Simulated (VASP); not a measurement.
Here is a VASP 6.6.1 calculation.

The input INCAR:

```
SYSTEM = TiO2
PREC = Accurate
ENCUT = 520
EDIFF = 1E-7
ISMEAR = 0
SIGMA = 0.1
LREAL = Auto
LASPH = .True.
NELM = 100
ALGO = Normal
ISIF = 2
LWAVE = .False.
LCHARG = .False.
GGA = PS
NBANDS = 114
```

File KPOINTS:

```
regular mesh
0
Gamma
  4 2 4
  0 0 0
```

The input POSCAR:

```
TiO2
1.0
    5.1206279236      0.0000000000      0.0000000000
    0.0000000000      9.1680775022      0.0000000000
    0.0000000000      0.0000000000      5.4393922131
Ti O
8 16
Direct
    0.1378806473      0.1289351093      0.9047160788
    0.6378806473      0.3710648907      0.0952839212
    0.8621193527      0.6289351093      0.5952839212
    0.3621193527      0.8710648907      0.4047160788
    0.8621193527      0.8710648907      0.0952839212
    0.3621193527      0.6289351093      0.9047160788
    0.1378806473      0.3710648907      0.4047160788
    0.6378806473      0.1289351093      0.5952839212
    0.4644743158      0.2300337222      0.8907148924
    0.9644743158      0.2699662778      0.1092851076
    0.5355256842      0.7300337222      0.6092851076
    0.0355256842      0.7699662778      0.3907148924
    0.5355256842      0.7699662778      0.1092851076
    0.0355256842      0.7300337222      0.8907148924
    0.4644743158      0.2699662778      0.3907148924
    0.9644743158      0.2300337222      0.6092851076
    0.8159821247      0.0102856324      0.8514795902
    0.3159821247      0.4897143676      0.1485204098
    0.1840178753      0.5102856324      0.6485204098
    0.6840178753      0.9897143676      0.3514795902
    0.1840178753      0.9897143676      0.1485204098
    0.6840178753      0.5102856324      0.8514795902
    0.8159821247      0.4897143676      0.3514795902
    0.3159821247      0.0102856324      0.6485204098
```

Potentials or basis: VASP PAW PBE potentials, release 64 (Ti_sv, O).

The run is started by

```sh
$ cat potpaw_PBE.64/Ti_sv/POTCAR potpaw_PBE.64/O/POTCAR > POTCAR
$ mpirun -np 1 vasp_std > vasp.out
```

(1) What does it give for the largest force?

(2) What does it give for the pressure?

(3) Estimate the band gap on the k mesh.

Results:

(1) 0.055 eV/Å.

(2) 0.6 GPa.

(3) 2.32 eV.

Caveat: the PAW data sets were made with another functional, which shifts forces and pressure a little.
